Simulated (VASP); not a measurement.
# Ru (P6_3/mmc) in VASP: further runs

The runs below take Ru through single point, relaxation of cell and atoms, with PBEsol.

Program: VASP 6.6.1. These are calculated values, not measurements. Logs are shortened: lines on timing, memory, paths and dates and some standing lists are left out, and cuts for length are marked.

### 1 The cell of the first run

Symmetry: P6_3/mmc, No. 194, hexagonal system. The conventional cell has a = 2.689 Å, b = 2.689 Å, c = 4.244 Å, α = 90.00°, β = 90.00°, γ = 120.00°. Ru (site symmetry -6m2) has 12 Ru at 2.63 to 2.69 Å within 3.5 Å.

### 2 Single point, PBEsol

The input, INCAR:

```
  PREC = Accurate
  ENCUT = 520
  EDIFF = 1E-7
  ISMEAR = -1
  SIGMA = 0.1
  LREAL = F
  LASPH = T
  NELM = 60
  ALGO = Normal
  ISIF = 2
  LWAVE = F
  LCHARG = F
  GGA = PS
  NBANDS = 21
```

The input, KPOINTS:

```
regular mesh
0
Gamma
  20 20 12
```

The input, POSCAR:

```
Ru
1.0
    2.6890905973      0.0000000000      0.0000000000
   -1.3445452986      2.3288207703      0.0000000000
    0.0000000000      0.0000000000      4.2442141276
Ru
2
Direct
    0.3333333333      0.6666666667      0.2500000000
    0.6666666667      0.3333333333      0.7500000000
```

Potentials or basis: VASP PAW PBE potentials, release 64 (Ru_pv).

On the command line:

```
$ cat potpaw_PBE.64/Ru_pv/POTCAR > POTCAR
$ mpirun -np 1 vasp_std > vasp.out
```

OUTCAR:

```text
PREC = Accurate
   ENCUT = 520
   EDIFF = 1E-7
   ISMEAR = -1
   LREAL = F
   LASPH = T
   NELM = 60
   ISIF = 2
   GGA = PS

 ion  position               nearest neighbor table
   1  0.333  0.667  0.250-   2 2.63   2 2.63   2 2.63   2 2.63   2 2.63   2 2.63
   2  0.667  0.333  0.750-   1 2.63   1 2.63   1 2.63   1 2.63   1 2.63   1 2.63

  LATTYP: Found a hexagonal cell.
 ALAT       =     2.6890905973
 C/A-ratio  =     1.5783083440

  Lattice vectors:

 A1 = (   2.6890905973,   0.0000000000,   0.0000000000)
 A2 = (  -1.3445452986,   2.3288207703,   0.0000000000)
 A3 = (   0.0000000000,   0.0000000000,   4.2442141276)

Analysis of symmetry for initial positions (statically):
=====================================================================
 Subroutine PRICEL returns:
 Original cell was already a primitive cell.

 Routine SETGRP: Setting up the symmetry group for a
 hexagonal supercell.

 Subroutine GETGRP returns: Found 24 space group operations
 (whereof 12 operations were pure point group operations)
 out of a pool of 24 trial point group operations.

The static configuration has the point symmetry D_3d.
 The point group associated with its full space group is D_6h.

Analysis of symmetry for dynamics (positions and initial velocities):
=====================================================================
 Subroutine PRICEL returns:
 Original cell was already a primitive cell.

 Routine SETGRP: Setting up the symmetry group for a
 hexagonal supercell.

 Subroutine GETGRP returns: Found 24 space group operations
 (whereof 12 operations were pure point group operations)
 out of a pool of 24 trial point group operations.

The dynamic configuration has the point symmetry D_3d.
 The point group associated with its full space group is D_6h.

 Subroutine INISYM returns: Found 24 space group operations
 (whereof 12 operations are pure point group operations),
 and found     1 'primitive' translations

----------------------------------------------------------------------------------------

                                     Primitive cell

  volume of cell :      26.5790

  direct lattice vectors                    reciprocal lattice vectors
     2.689090597  0.000000000  0.000000000     0.371872930  0.214700936  0.000000000
    -1.344545299  2.328820770  0.000000000     0.000000000  0.429401873  0.000000000
     0.000000000  0.000000000  4.244214128     0.000000000  0.000000000  0.235614879

  length of vectors
     2.689090597  2.689090597  4.244214128     0.429401873  0.429401873  0.235614879

  position of ions in fractional coordinates (direct lattice)
     0.333333333  0.666666667  0.250000000
     0.666666667  0.333333333  0.750000000

  ion indices of the primitive-cell ions
   primitive index   ion index
                 1           1
                 2           2

----------------------------------------------------------------------------------------

 KPOINTS: regular mesh

Automatic generation of k-mesh.
 Grid dimensions read from file:
 generate k-points for:   20   20   12

 Generating k-lattice:

  Cartesian coordinates                     Fractional coordinates (reciprocal lattice)
     0.018593647  0.010735047  0.000000000     0.050000000  0.000000000  0.000000000
     0.000000000  0.021470094  0.000000000     0.000000000  0.050000000  0.000000000
     0.000000000  0.000000000  0.019634573     0.000000000  0.000000000  0.083333333

  Length of vectors
     0.021470094  0.021470094  0.019634573

  Shift w.r.t. Gamma in fractional coordinates (k-lattice)
     0.000000000  0.000000000  0.000000000

 Subroutine IBZKPT returns following result:
 ===========================================

 Found    308 irreducible k-points:

 Following reciprocal coordinates:
            Coordinates               Weight
  0.000000  0.000000  0.000000      1.000000
  0.050000  0.000000  0.000000      6.000000
  0.100000  0.000000  0.000000      6.000000
  0.150000  0.000000  0.000000      6.000000
  0.200000  0.000000  0.000000      6.000000
  0.250000  0.000000  0.000000      6.000000
[... 16 lines left out ...]
  0.200000  0.100000  0.000000     12.000000
  0.250000  0.100000  0.000000     12.000000
 [... further k-points ...]
   k-points           NKPTS =    308   k-points in BZ     NKDIM =    308   number of bands    NBANDS=     21
   number of dos      NEDOS =    301   number of ions     NIONS =      2
   total plane-waves  NPLWV =  12800
   dimension x,y,z NGX =    20 NGY =   20 NGZ =   32
   dimension x,y,z NGXF=    40 NGYF=   40 NGZF=   64
   ions per type =               2
   NGX,Y,Z   is equivalent  to a cutoff of  12.36, 12.36, 12.53 a.u.
   NGXF,Y,Z  is equivalent  to a cutoff of  24.73, 24.73, 25.07 a.u.
 SYSTEM =  unknown system
   PREC   = accura    normal or accurate (medium, high low for compatibility)
   ISTART =      0    job   : 0-new  1-cont  2-samecut
   ICHARG =      2    charge: 1-file 2-atom 10-const
[... 71 lines left out ...]
     21      23.7061      0.00000

 k-point     2 :       0.0500    0.0000    0.0000
  band No.  band energies     occupation
      1     -30.5862      2.00000
      2     -29.6085      2.00000
      3     -29.5955      2.00000
      4     -29.4242      2.00000
      5     -29.4062      2.00000
      6     -29.3590      2.00000
[... 13 lines left out ...]
     20      23.3478      0.00000
     21      23.6933      0.00000

 k-point     3 :       0.1000    0.0000    0.0000
  band No.  band energies     occupation
      1     -30.5590      2.00000
      2     -29.6656      2.00000
      3     -29.6147      2.00000
      4     -29.4835      2.00000
      5     -29.4140      2.00000
      6     -29.3720      2.00000
[... 13 lines left out ...]
     20      23.3477      0.00000
     21      23.6521      0.00000

 k-point     4 :       0.1500    0.0000    0.0000
  band No.  band energies     occupation
      1     -30.5150      2.00000
      2     -29.7545      2.00000
      3     -29.6438      2.00000
      4     -29.5744      2.00000
      5     -29.4267      2.00000
      6     -29.3936      2.00000
[... 13 lines left out ...]
     20      23.3477      0.00000
     21      23.5811      0.00000

 k-point     5 :       0.2000    0.0000    0.0000
  band No.  band energies     occupation
      1     -30.4564      2.00000
      2     -29.8665      2.00000
      3     -29.6865      2.00000
      4     -29.6796      2.00000
      5     -29.4436      2.00000
      6     -29.4240      2.00000
[... 13 lines left out ...]
     20      23.3475      0.00000
     21      23.4948      0.00000

 k-point     6 :       0.2500    0.0000    0.0000
  band No.  band energies     occupation
      1     -30.3864      2.00000
      2     -29.9906      2.00000
      3     -29.8078      2.00000
      4     -29.7182      2.00000
      5     -29.4630      2.00000
      6     -29.4626      2.00000
[... 13 lines left out ...]
     20      23.3474      0.00000
     21      23.4257      0.00000

 k-point     7 :       0.3000    0.0000    0.0000
  band No.  band energies     occupation
      1     -30.3089      2.00000
      2     -30.1147      2.00000
      3     -29.9262      2.00000
      4     -29.7559      2.00000
      5     -29.5087      2.00000
      6     -29.4831      2.00000
[... 13 lines left out ...]
     20      23.3470      0.00000
     21      23.3847      0.00000
[... 291 lines left out ...]
      1     -30.3800      2.00000
      2     -30.1720      2.00000
      3     -30.0749      2.00000
      4     -29.8468      2.00000
      5     -29.6719      2.00000
      6     -29.5421      2.00000
[... 13 lines left out ...]
     20      23.3449      0.00000
     21      24.3374      0.00000

 k-point    21 :       0.1000    0.1000    0.0000
  band No.  band energies     occupation
      1     -30.4894      2.00000
      2     -29.7853      2.00000
      3     -29.7089      2.00000
      4     -29.5819      2.00000
      5     -29.4474      2.00000
      6     -29.4067      2.00000
[... 13 lines left out ...]
     20      23.3476      0.00000
     21      23.5467      0.00000

 k-point    22 :       0.1500    0.1000    0.0000
  band No.  band energies     occupation
      1     -30.4321      2.00000
      2     -29.8786      2.00000
      3     -29.7961      2.00000
      4     -29.6379      2.00000
      5     -29.4734      2.00000
      6     -29.4371      2.00000
[... 13 lines left out ...]
     20      23.3475      0.00000
     21      23.4805      0.00000

 k-point    23 :       0.2000    0.1000    0.0000
  band No.  band energies     occupation
      1     -30.3635      2.00000
      2     -29.9904      2.00000
      3     -29.8862      2.00000
      4     -29.6977      2.00000
      5     -29.5000      2.00000
      6     -29.4758      2.00000
[... 13 lines left out ...]
     20      23.3473      0.00000
     21      23.4340      0.00000

 k-point    24 :       0.2500    0.1000    0.0000
  band No.  band energies     occupation
      1     -30.2874      2.00000
      2     -30.1067      2.00000
      3     -29.9718      2.00000
      4     -29.7561      2.00000
      5     -29.5254      2.00000
      6     -29.5220      2.00000
[... 13 lines left out ...]
     20      23.3469      0.00000
     21      23.4060      0.00000

 [... further k-points ...]
[... 5 lines left out ...]
  --------------------------------------------------------------------------------------
  -------------------------------------------------------------------------------------
  Total        0.1520712      0.1520712      0.1553896      0.0000000      0.0000000      0.0000000
  in kB        9.1668185      9.1668185      9.3668566      0.0000000      0.0000000      0.0000000
  external PRESSURE =       9.2334979 kB  Pullay stress =       0.0000000 kB

 VOLUME and BASIS-vectors are now :
 -----------------------------------------------------------------------------
  energy-cutoff  :      520.00
  volume of cell :       26.58
      direct lattice vectors                 reciprocal lattice vectors
     2.689090597  0.000000000  0.000000000     0.371872930  0.214700936  0.000000000
    -1.344545299  2.328820770  0.000000000     0.000000000  0.429401873  0.000000000
     0.000000000  0.000000000  4.244214128     0.000000000  0.000000000  0.235614879

 POSITION                                       TOTAL-FORCE (eV/Angst)
 -----------------------------------------------------------------------------------
     -0.00000      1.55255      1.06105         0.000000      0.000000      0.000000
      1.34455      0.77627      3.18316        -0.000000      0.000000      0.000000
 -----------------------------------------------------------------------------------
    total drift:                               -0.000000      0.000000     -0.000000

  FREE ENERGIE OF THE ION-ELECTRON SYSTEM (eV)
  ---------------------------------------------------
  free  energy   TOTEN  =       -20.3684299282 eV

  energy  without entropy=      -20.3166800907  energy(sigma->0) =      -20.34255501
```

Run time: 46 s. Hardware: 1 thread of AMD EPYC 9R45 (Zen 5), shared host; peak memory 0.21 GiB.

Results:

| Property | Result |
| --- | --- |
| Free energy | -20.3684 eV |
| Pressure | 0.9 GPa |
| Band gap on the k mesh | zero (bands 14 and 15 overlap by 3.36 eV) |

Levels at points of the mesh, in eV from the Fermi level:
```
           k point  band 10  band 11  band 12  band 13  band 14  band 15  band 16  band 17  band 18  band 19
(0.00, 0.00, 0.00)    -2.72    -2.51    -2.00    -2.00    -1.48    -1.48     1.21     1.21     1.27    10.19
(0.50, 0.00, 0.00)    -3.16    -2.15    -1.90    -1.58     1.45     1.89     1.99     4.15     6.22    10.22
(0.00, 0.00, 0.50)    -2.89    -2.89    -2.89    -2.82    -2.82     0.55     0.55     0.55     0.55    10.23
(0.50, 0.00, 0.50)    -4.70    -1.13    -1.13     0.42     0.42     1.72     1.72     3.43     3.43    10.21
```

Caveat: the PAW data sets were made with another functional, which shifts forces and pressure a little.

### 3 Relaxation of cell and atoms, PBEsol, target pressure 4 GPa, at which the enthalpy is minimised

This run uses another cell than the first one, of 13.33 Å³/atom.

The input, INCAR:

```
  PREC = Accurate
  ENCUT = 600
  EDIFF = 1E-7
  ISMEAR = -1
  SIGMA = 0.1
  LREAL = F
  LASPH = T
  NELM = 60
  ALGO = Normal
  ISIF = 3
  LWAVE = F
  LCHARG = F
  GGA = PS
  IBRION = 2
  NSW = 100
  EDIFFG = -0.002
  PSTRESS = 40.0
```

The input, KPOINTS:

```
Automatic mesh
0
Gamma
  20 20 12
```

The input, POSCAR:

```
Ru
1.0
    2.6917162925      0.0000000000      0.0000000000
   -1.3458581462      2.3310946891      0.0000000000
    0.0000000000      0.0000000000      4.2477627804
Ru
2
Direct
    0.3333333333      0.6666666667      0.2500000000
    0.6666666667      0.3333333333      0.7500000000
```

Potentials or basis: VASP PAW PBE potentials, release 64 (Ru_pv).

On the command line:

```
$ cat potpaw_PBE.64/Ru_pv/POTCAR > POTCAR
$ mpirun -np 1 vasp_std > vasp.out
```

Run time: 9.3 min. Hardware: 1 thread of AMD EPYC 7R13 (Zen 3), shared host; peak memory 0.25 GiB.

The run converged. Its results:

| Quantity | Value |
| --- | --- |
| Free energy | -20.3655 eV |
| Relaxed volume | 13.18 Å³/atom |
| Relaxed cell | a = 2.681 Å, b = 2.681 Å, c = 4.233 Å, α = 90.00°, β = 90.00°, γ = 120.00° |
| Space group after relaxing (to 0.1 Å) | P6_3/mmc (No. 194) |
| Energy change on relaxing (the run minimises the enthalpy) | +1.8 meV/atom |
| Ionic steps | 6 |
| Pressure after relaxing | 4.0 GPa |
| Band gap on the k mesh | zero (bands 14 and 15 overlap by 3.41 eV) |

Step by step:
| step | energy change (eV) | largest force (eV/Å) | pressure (GPa) | volume (Å³) |
| --- | --- | --- | --- | --- |
| 1 | 0.0000 | 0.0000 | -0.06 | 26.65 |
| 2 | 0.0733 | 0.0000 | 19.29 | 25.37 |
| 3 | 0.0035 | 0.0000 | 3.93 | 26.36 |
| 4 | 0.0037 | 0.0000 | 4.02 | 26.35 |
| 5 | 0.0037 | 0.0000 | 4.02 | 26.35 |
| 6 | 0.0037 | 0.0000 | 4.01 | 26.35 |

Final structure:
```
Ru
1.0
     2.68103    0.00000    0.00000
    -1.34051    2.32184    0.00000
     0.00000    0.00000    4.23320
Ru
2
Direct
  0.33333 0.66667 0.25000
  0.66667 0.33333 0.75000
```

Levels at points of the mesh, in eV from the Fermi level:
```tsv
k point	band 11	band 12	band 13	band 14	band 15	band 16	band 17	band 18
(0.00, 0.00, 0.00)	-2.54	-2.03	-2.03	-1.49	-1.49	1.22	1.22	1.28
(0.50, 0.00, 0.00)	-2.18	-1.91	-1.60	1.48	1.92	2.02	4.20	6.29
(0.00, 0.00, 0.50)	-2.93	-2.93	-2.85	-2.85	0.56	0.56	0.56	0.56
(0.50, 0.00, 0.50)	-1.14	-1.14	0.43	0.43	1.75	1.75	3.46	3.46
```

Caveat: the cell is relaxed towards a set pressure, so the run minimises the enthalpy, not the energy; the PAW data sets were made with another functional, which shifts forces and pressure a little.

### 4 Relaxation of cell and atoms, PBEsol, target pressure 7 GPa, at which the enthalpy is minimised

This run uses another cell than the first one, of 13.33 Å³/atom.

The input, INCAR:

```
  ALGO = Normal
  EDIFF = 1E-7
  EDIFFG = -0.002
  ENCUT = 600
  GGA = PS
  IBRION = 2
  ISIF = 3
  ISMEAR = -1
  LASPH = True
  LCHARG = False
  LREAL = False
  LWAVE = False
  NELM = 80
  NSW = 100
  PREC = Accurate
  PSTRESS = 70.0
  SIGMA = 0.1
```

The input, KPOINTS:

```
k-points
0
Gamma
  20 20 12
```

POSCAR is that of step 3.

On the command line:

```
$ cat potpaw_PBE.64/Ru_pv/POTCAR > POTCAR
$ mpirun -np 1 vasp_std > vasp.out
```

It took 13 min on 1 thread of AMD EPYC 7R13 (Zen 3), shared host; peak memory 0.26 GiB.

Results (log left out):

| Item | Value |
| --- | --- |
| Free energy | -20.3584 eV |
| Relaxed volume | 13.07 Å³/atom |
| Relaxed cell | a = 2.674 Å, b = 2.674 Å, c = 4.223 Å, α = 90.00°, β = 90.00°, γ = 120.00° |
| Space group after relaxing (to 0.1 Å) | P6_3/mmc (No. 194) |
| Energy change on relaxing (the run minimises the enthalpy) | +5.4 meV/atom |
| Ionic steps | 9 |
| Pressure after relaxing | 7.0 GPa |
| Band gap on the k mesh | zero (bands 14 and 15 overlap by 3.45 eV) |

The path:
```tsv
step	energy change (eV)	largest force (eV/Å)	pressure (GPa)	volume (Å³)
1	0.0000	0.0000	-0.06	26.65
2	0.2330	0.0000	36.93	24.45
3	0.0102	0.0000	6.79	26.16
4	0.0108	0.0000	6.98	26.14
5	0.0112	0.0000	7.13	26.13
6	0.0097	0.0000	6.61	26.17
7	0.0106	0.0000	6.90	26.15
8	0.0113	0.0000	7.13	26.13
9	0.0108	0.0000	7.00	26.14
```

Final structure:
```cif
data_structure
_symmetry_space_group_name_H-M 'P 1'
_symmetry_Int_Tables_number 1
_cell_length_a 2.6736
_cell_length_b 2.6736
_cell_length_c 4.2230
_cell_angle_alpha 90.000
_cell_angle_beta 90.000
_cell_angle_gamma 120.000
_cell_volume 26.14
loop_
_atom_site_label
_atom_site_type_symbol
_atom_site_fract_x
_atom_site_fract_y
_atom_site_fract_z
_atom_site_occupancy
Ru1 Ru 0.33333 0.66667 0.25000 1
Ru2 Ru 0.66667 0.33333 0.75000 1
```

Levels at points of the mesh, in eV from the Fermi level:
```csv
k point,band 12,band 13,band 14,band 15,band 16,band 17
"(0.00, 0.00, 0.00)",-2.05,-2.05,-1.51,-1.51,1.24,1.24
"(0.50, 0.00, 0.00)",-1.92,-1.62,1.50,1.95,2.05,4.24
"(0.00, 0.00, 0.50)",-2.97,-2.88,-2.88,0.57,0.57,0.57
"(0.50, 0.00, 0.50)",-1.15,0.43,0.43,1.77,1.77,3.49
```

Caveat: the cell is relaxed towards a set pressure, so the run minimises the enthalpy, not the energy; the PAW data sets were made with another functional, which shifts forces and pressure a little.

### 5 Overview

```csv
task,cell,cutoff (eV),gap on the mesh (eV),pressure (GPa)
single point,"a = 2.689, b = 2.689, c = 4.244 Å, angles 90.0, 90.0, 120.0°, 2 atoms",520,none,0.9
relaxation of cell and atoms,"relaxed to 4 GPa from a = 2.692, b = 2.692, c = 4.248 Å, angles 90.0, 90.0, 120.0°, 2 atoms",600,none,4.0
relaxation of cell and atoms,"relaxed to 7 GPa from a = 2.692, b = 2.692, c = 4.248 Å, angles 90.0, 90.0, 120.0°, 2 atoms",600,none,7.0
```

Alike in all rows: level PBEsol; potentials or basis VASP PAW PBE potentials, release 64 (Ru_pv); no spin polarisation; k mesh 20 × 20 × 12; smearing fermi-dirac 0.1 eV.

Caveats: the PAW data sets were made with another functional, which shifts forces and pressure a little; the cell is relaxed towards a set pressure, so the run minimises the enthalpy, not the energy (at least some runs).

Total energies depend on the potentials used, so only differences within one code and one set of settings carry meaning.
